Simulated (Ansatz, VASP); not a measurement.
## Bi in VASP and in Ansatz

```
Bi
1.0
     4.14000    0.00000    0.00000
    -2.07000    3.58535    0.00000
     0.00000    0.00000   28.00000
Bi
2
Direct
  0.33333 0.66667 0.50661
  0.66667 0.33333 0.49339
```

Alike in both runs: task single point; functional PBE; k mesh 9 × 9 × 1; occupations gaussian, width 0.02 eV; no spin polarisation.

|  | VASP | Ansatz |
| --- | --- | --- |
| version | VASP 6.6.1 | Ansatz 0.2.0 |
| potentials or method | VASP PAW PBE potentials, release 64 (Bi_d), cutoff 520 eV | scalar-relativistic, plane waves, PAW |
| valence electrons in the cell | 30 | 30 |

Ansatz gave:

```
gap on the k mesh at the Fermi level (eV)  : none
rms of the force components (eV/Å)         : 2.626
work function, face that differs most (eV) : 3.54
```

Estimate VASP's values.

gap on the k mesh at the Fermi level (eV): none; rms of the force components (eV/Å): 2.607; work function, face that differs most (eV): 3.53.

Atom by atom the forces differ by 0.019 eV/Å (rms over components). A gap of «none» marks a metal or a gap that the smearing closes.

Spin-orbit coupling is off throughout.
